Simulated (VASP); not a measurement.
# ZrS2 (P-3m1) in VASP: further runs

Runs on ZrS2. Level: PBEsol. Tasks: electric field gradients, density of states.

Program: VASP 6.6.1. These are calculated values, not measurements. Logs are shortened: lines on timing, memory, paths and dates and some standing lists are left out, and cuts for length are marked.

**Experimental background.**

From “Stress-Tuned Optical Transitions in Layered 1T-MX2 (M= Hf, Zr, Sn; X= S, Se) Crystals”, 2022, arxiv:2210.12074, for a bulk crystal of ZrS2: band gap 1.68 eV (indirect).

The runs below are set against these values where they give the same quantity.

**1. The cell of the first run**

It takes space group P-3m1 (No. 164, trigonal). Conventional cell: a = 3.630 Å, b = 3.630 Å, c = 5.850 Å, α = 90.00°, β = 90.00°, γ = 120.00°. Zr (site symmetry -3m) has 6 S at 2.55 Å within 3.4 Å. Within 3.4 Å of S (site symmetry 3m) lie 3 Zr at 2.55 Å.

**2. Electric field gradients, PBEsol**

File INCAR:

```
SYSTEM = ZrS2
  PREC = Accurate
  ENCUT = 400
  EDIFF = 1E-8
  ISMEAR = -1
  SIGMA = 0.02
  LREAL = .FALSE.
  LASPH = .TRUE.
  NELM = 120
  ALGO = Normal
  ISIF = 2
  LWAVE = .FALSE.
  LCHARG = .FALSE.
  GGA = PS
  LEFG = .TRUE.
  NBANDS = 19
  GGA_COMPAT = .FALSE.
```

File KPOINTS:

```
Automatic mesh
0
G
  8 8 4
  0 0 0
```

File POSCAR:

```
ZrS2
1.0
    3.6299990406      0.0000000000      0.0000000000
   -1.8149995203      3.1436713848      0.0000000000
    0.0000000000      0.0000000000      5.8500000000
Zr S
1 2
Direct
    0.0000000000      0.0000000000      0.0000000000
    0.3333333333      0.6666666667      0.2492000000
    0.6666666667      0.3333333333      0.7508000000
```

Potentials or basis: VASP PAW PBE potentials, release 64 (Zr_sv, S).

Command:

```console
$ cat potpaw_PBE.64/Zr_sv/POTCAR potpaw_PBE.64/S/POTCAR > POTCAR
$ mpirun -np 1 vasp_std > vasp.out
```

OUTCAR:

```text
SYSTEM = ZrS2
   PREC = Accurate
   ENCUT = 400
   EDIFF = 1E-8
   ISMEAR = -1
   LREAL = .FALSE.
   LASPH = .TRUE.
   NELM = 120
   ISIF = 2
   GGA = PS

 ion  position               nearest neighbor table
   1  0.000  0.000  0.000-   2 2.55   3 2.55   2 2.55   3 2.55   3 2.55   2 2.55
   2  0.333  0.667  0.249-   1 2.55   1 2.55   1 2.55
   3  0.667  0.333  0.751-   1 2.55   1 2.55   1 2.55

  LATTYP: Found a hexagonal cell.
 ALAT       =     3.6299990406
 C/A-ratio  =     1.6115706739

  Lattice vectors:

 A1 = (   3.6299990406,   0.0000000000,   0.0000000000)
 A2 = (  -1.8149995203,   3.1436713848,   0.0000000000)
 A3 = (   0.0000000000,   0.0000000000,   5.8500000000)

Analysis of symmetry for initial positions (statically):
=====================================================================
 Subroutine PRICEL returns:
 Original cell was already a primitive cell.

 Routine SETGRP: Setting up the symmetry group for a
 hexagonal supercell.

 Subroutine GETGRP returns: Found 12 space group operations
 (whereof 12 operations were pure point group operations)
 out of a pool of 24 trial point group operations.

The static configuration has the point symmetry D_3d.

Analysis of symmetry for dynamics (positions and initial velocities):
=====================================================================
 Subroutine PRICEL returns:
 Original cell was already a primitive cell.

 Routine SETGRP: Setting up the symmetry group for a
 hexagonal supercell.

 Subroutine GETGRP returns: Found 12 space group operations
 (whereof 12 operations were pure point group operations)
 out of a pool of 24 trial point group operations.

The dynamic configuration has the point symmetry D_3d.

 Subroutine INISYM returns: Found 12 space group operations
 (whereof 12 operations are pure point group operations),
 and found     1 'primitive' translations

----------------------------------------------------------------------------------------

                                     Primitive cell

  volume of cell :      66.7574

  direct lattice vectors                    reciprocal lattice vectors
[... 120 lines left out ...]
 non-spin polarized calculation
  energy-cutoff  :      400.00
  volume of cell :       66.76
 maximum number of plane-waves:      1224
   NGX = 11   NGY = 11   NGZ = 19

 number of electron      24.0000004 magnetization

 Free energy of the ion-electron system (eV)
  ---------------------------------------------------
  ext. energy  EPLUGINS =         0.00000000
  ---------------------------------------------------
  free energy    TOTEN  =       -22.55708111 eV

  energy without entropy =      -22.55708111  energy(sigma->0) =      -22.55708111

 E-fermi :   5.1940     XC(G=0):  -9.8836

 val. band max:        4.8218960177   @ k =   0.0000   0.0000   0.0000
 cond. band min:       5.5583560191   @ k =   0.5000   0.0000   0.5000
 fundamental gap:      0.7364600014
 Fermi energy:         5.1940105589

 k-point     1 :       0.0000    0.0000    0.0000
  band No.  band energies     occupation
      1     -44.0195      2.00000
      2     -22.1379      2.00000
      3     -21.9676      2.00000
      4     -21.9676      2.00000
      5      -8.0116      2.00000
      6      -6.4474      2.00000
[... 505 lines left out ...]
      6      -6.6341      2.00000
[... 11 lines left out ...]
     18      12.6130      0.00000
     19      13.2407      0.00000

 [... further k-points ...]
[... 5 lines left out ...]
  --------------------------------------------------------------------------------------
  -------------------------------------------------------------------------------------
  Total       -0.1439965     -0.1439965     -0.1313483     -0.0000000      0.0000000      0.0000000
  in kB       -3.4559136     -3.4559136     -3.1523583     -0.0000000      0.0000000      0.0000000
  external PRESSURE =      -3.3547285 kB  Pullay stress =       0.0000000 kB

 VOLUME and BASIS-vectors are now :
 -----------------------------------------------------------------------------
  energy-cutoff  :      400.00
  volume of cell :       66.76
      direct lattice vectors                 reciprocal lattice vectors
     3.629999041  0.000000000  0.000000000     0.275482166  0.159049703  0.000000000
    -1.814999520  3.143671385  0.000000000     0.000000000  0.318099406  0.000000000
     0.000000000  0.000000000  5.850000000     0.000000000  0.000000000  0.170940171

 POSITION                                       TOTAL-FORCE (eV/Angst)
 -----------------------------------------------------------------------------------
      0.00000      0.00000      0.00000         0.000000      0.000000      0.000000
     -0.00000      2.09578      1.45782        -0.000000      0.000000     -0.058098
      1.81500      1.04789      4.39218        -0.000000     -0.000000      0.058098
 -----------------------------------------------------------------------------------
    total drift:                                0.000000      0.000000     -0.000000

  FREE ENERGIE OF THE ION-ELECTRON SYSTEM (eV)
  ---------------------------------------------------
  free  energy   TOTEN  =       -22.5570811085 eV

  energy  without entropy=      -22.5570811082  energy(sigma->0) =      -22.55708111

 Electric field gradients (V/A^2)
---------------------------------------------------------------------
 ion       V_xx      V_yy      V_zz      V_xy      V_xz      V_yz
---------------------------------------------------------------------
   1       8.068     8.068   -16.137    -0.000    -0.000     0.000
   2      -0.903    -0.903     1.806     0.000    -0.000     0.000
   3      -0.903    -0.903     1.806     0.000    -0.000     0.000
---------------------------------------------------------------------

 Electric field gradients after diagonalization (V/A^2)
 (convention: |V_zz| > |V_xx| > |V_yy|)
----------------------------------------------------------------------
 ion       V_xx      V_yy      V_zz     asymmetry (V_yy - V_xx)/ V_zz
----------------------------------------------------------------------
   1       8.068     8.068   -16.137       0.000
   2      -0.904    -0.903     1.806       0.001
   3      -0.904    -0.903     1.806       0.001
----------------------------------------------------------------------

           NMR quadrupolar parameters

 Cq : quadrupolar parameter    Cq=e*Q*V_zz/h
 eta: asymmetry parameters     (V_yy - V_xx)/ V_zz
 Q  : nuclear electric quadrupole moment in mb (millibarn)
----------------------------------------------------------------------
 ion       Cq(MHz)       eta       Q (mb)
----------------------------------------------------------------------
   1      -0.039       0.000       1.000
   2       0.004       0.001       1.000
   3       0.004       0.001       1.000
----------------------------------------------------------------------
```

OSZICAR:

```text
N       E                     dE             d eps       ncg     rms          rms(c)
DAV:   1     0.146172135356E+03    0.14617E+03   -0.10480E+04  1330   0.961E+02
DAV:   2    -0.163169005229E+02   -0.16249E+03   -0.15910E+03  1732   0.254E+02
DAV:   3    -0.243329366813E+02   -0.80160E+01   -0.79775E+01  2174   0.523E+01
DAV:   4    -0.244972530794E+02   -0.16432E+00   -0.16398E+00  1874   0.679E+00
DAV:   5    -0.245028620383E+02   -0.56090E-02   -0.56080E-02  1971   0.950E-01    0.169E+01
DAV:   6    -0.226411088648E+02    0.18618E+01   -0.55671E+00  1501   0.133E+01    0.788E+00
DAV:   7    -0.225588738386E+02    0.82235E-01   -0.53846E-01  1748   0.395E+00    0.361E+00
DAV:   8    -0.225579637785E+02    0.91006E-03   -0.79133E-02  1704   0.163E+00    0.754E-01
DAV:   9    -0.225569897266E+02    0.97405E-03   -0.85281E-03  1503   0.610E-01    0.467E-01
DAV:  10    -0.225571522290E+02   -0.16250E-03   -0.21656E-03  1580   0.324E-01    0.286E-01
DAV:  11    -0.225570708558E+02    0.81373E-04   -0.24981E-04  1593   0.111E-01    0.497E-02
DAV:  12    -0.225570832640E+02   -0.12408E-04   -0.67501E-05  1577   0.443E-02    0.302E-02
DAV:  13    -0.225570811604E+02    0.21036E-05   -0.74823E-06  1582   0.138E-02    0.910E-03
DAV:  14    -0.225570811176E+02    0.42854E-07   -0.78486E-07  1782   0.404E-03    0.267E-03
DAV:  15    -0.225570810806E+02    0.36976E-07   -0.33180E-07  1477   0.313E-03    0.251E-03
DAV:  16    -0.225570811061E+02   -0.25561E-07   -0.63253E-08  1684   0.143E-03    0.460E-04
DAV:  17    -0.225570811085E+02   -0.23167E-08   -0.30797E-09   923   0.334E-04
   1 F= -.22557081E+02 E0= -.22557081E+02  d E =-.215429E-09
```

Run time: 40 s. Hardware: 1 thread of Intel Xeon 8259CL, shared host; peak memory 0.17 GiB.

What came out:

```
Free energy            : -22.5571 eV
Pressure               : -0.3 GPa
Largest force          : 0.058 eV/Å
Band gap on the k mesh : 0.74 eV, indirect (least direct gap 1.51 eV)
```

Forces in eV/Å, atoms in the order of the input:
```
Zr   0.000  0.000  0.000
S    0.000  0.000 -0.058
S    0.000  0.000  0.058
```

Electric field gradients, principal values (V/Å²):
| atom | least | middle | greatest (by size) |
| --- | --- | --- | --- |
| 1 Zr | 8.068 | 8.068 | -16.137 |
| 2 S | -0.903 | -0.904 | 1.806 |
| 3 S | -0.903 | -0.904 | 1.806 |

Caveat: without QUAD_EFG the Cq values of the log hold for a quadrupole moment of 1 mb, not for the nuclei; the PAW data sets were made with another functional, which shifts forces and pressure a little; this functional lacks dispersion, which binds the layers, so the pressure and a relaxed spacing across them are unreliable.

(Continued in part 2 of 2.)
